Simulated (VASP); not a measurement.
Na:

```
CELL_PARAMETERS angstrom
3.76700 0.00000 0.00000
-1.88350 3.26232 0.00000
0.00000 0.00000 6.15400
ATOMIC_POSITIONS crystal
Na 0.66667 0.33333 0.75000
Na 0.33333 0.66667 0.25000
```

```yaml
Program: VASP 6.6.1
Task: relaxation of cell and atoms
Functional: PBEsol
Dispersion: D3(BJ)
Potentials_or_basis: VASP PAW PBE potentials, release 64 (Na_pv)
Cutoff: 600 eV
k_mesh: 8 × 8 × 5
Occupations: fermi-dirac, width 0.05 eV
Spin: no spin polarisation
```

At the start: pressure -1.0 GPa; volume 37.81 Å³/atom.

Q: How do energy, volume and symmetry change on relaxing?

A: Over 7 steps the energy falls by 16.3 meV/atom and the volume is 33.15 Å³/atom (-12.3 %); space group P6_3/mmc (No. 194, to 0.05 Å).

Step by step:
| step | energy change (eV) | largest force (eV/Å) | pressure (GPa) | volume (Å³) |
| --- | --- | --- | --- | --- |
| 1 | 0.0000 | 0.0000 | -0.96 | 75.63 |
| 2 | -0.0135 | 0.0000 | -0.77 | 73.17 |
| 3 | -0.0310 | 0.0000 | -0.23 | 67.89 |
| 4 | -0.0325 | 0.0000 | -0.01 | 65.91 |
| 5 | -0.0325 | 0.0000 | 0.08 | 65.72 |
| 6 | -0.0326 | 0.0000 | 0.04 | 65.99 |
| 7 | -0.0326 | 0.0000 | 0.00 | 66.29 |

Final structure:
```
CELL_PARAMETERS angstrom
3.62320 0.00000 0.00000
-1.81160 3.13779 0.00000
0.00000 0.00000 5.83094
ATOMIC_POSITIONS crystal
Na 0.66667 0.33333 0.75000
Na 0.33333 0.66667 0.25000
```

Caveat: the PAW data sets were made with another functional, which shifts forces and pressure a little; the volume moved by -12 % from the deposited cell, more than functionals usually miss; pairwise dispersion overbinds metals, which lowers pressure and volume.
